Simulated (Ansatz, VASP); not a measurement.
# Two plane-wave programs on WC

Contents of POSCAR:

```
WC
1.0
    2.9005014360      0.0000000000      0.0000000000
   -1.4502507180      2.5119079273      0.0000000000
    0.0000000000      0.0000000000      2.8290000000
W C
1 1
Direct
    0.0000000000      0.0000000000      0.0000000000
    0.6970795036      0.3485397518      0.5228096277
```

Contents of INCAR.step1:

```
SYSTEM = WC
  PREC = Accurate
  ENCUT = 520
  ISMEAR = 0
  SIGMA = 0.15
  LREAL = .False.
  LASPH = .True.
  NELM = 100
  NBANDS = 16
  GGA = PE
  ALGO = Normal
  EDIFF = 1E-4
  LWAVE = .True.
  LCHARG = .False.
```

The input INCAR.step2:

```
SYSTEM = WC
  PREC = Accurate
  ENCUT = 520
  EDIFF = 1E-6
  ISMEAR = 0
  SIGMA = 0.15
  LREAL = .False.
  LASPH = .True.
  NELM = 100
  ALGO = Normal
  ISIF = 2
  LWAVE = .False.
  LCHARG = .False.
  METAGGA = R2SCAN
  LMIXTAU = .True.
  NBANDS = 16
  ISTART = 1
```

The input KPOINTS:

```
regular mesh
0
Gamma
  18 18 16
  0 0 0
```

Input for Ansatz:

```yaml
crystal:
  lattice:
    - [2.900501436, 0.0, 0.0]
    - [-1.450250718, 2.5119079273, 0.0]
    - [0.0, 0.0, 2.829]
  atoms:
    - { symbol: W, position: [0.0, 0.0, 0.0] }
    - { symbol: C, position: [0.6970795036, 0.3485397518, 0.5228096277] }
basis:
  ecutwfc: 500
kpoints:
  mp_grid: { grid: [18, 18, 16] }
hamiltonian:
  xc: r2scan
scf:
  occupations: { method: gaussian, width: 0.15 }
output:
  forces: true
  stress: true
  eigenvalues: true
  write_density: true
  write_potential: true
  elf: true
  volumetric_format: npy
```

Change from the starting cell: all C atoms moved -0.100 Å, as atom 2 towards its neighbour atom 1 (W) at 2.192 Å.

Alike in both runs: task single point; functional r2SCAN; k mesh 18 × 18 × 16; occupations gaussian, width 0.15 eV; no spin polarisation.

```csv
,VASP,Ansatz
version,VASP 6.6.1,Ansatz 0.2.0
potentials or method,"VASP PAW PBE potentials, release 64 (W_sv, C), cutoff 520 eV","scalar-relativistic, plane waves, PAW"
valence electrons in the cell,18,18
```

Ansatz gave:

```
gap on the k mesh at the Fermi level (eV)                     : none
pressure (GPa)                                                : 6.1
traceless stress, the component that is largest in VASP (GPa) : -2.82
rms of the force components (eV/Å)                            : 0.876
```

Task: What did VASP give for the same quantities?

Result: gap on the k mesh at the Fermi level (eV): none; pressure (GPa): 8.1; traceless stress, the component that is largest in VASP (GPa): -2.91; rms of the force components (eV/Å): 0.884.

VASP's potentials were made for PBE, not for r2SCAN. Atom by atom the forces differ by 0.009 eV/Å (rms over components). A gap of «none» marks a metal or a gap that the smearing closes.

Spin-orbit coupling is off throughout.
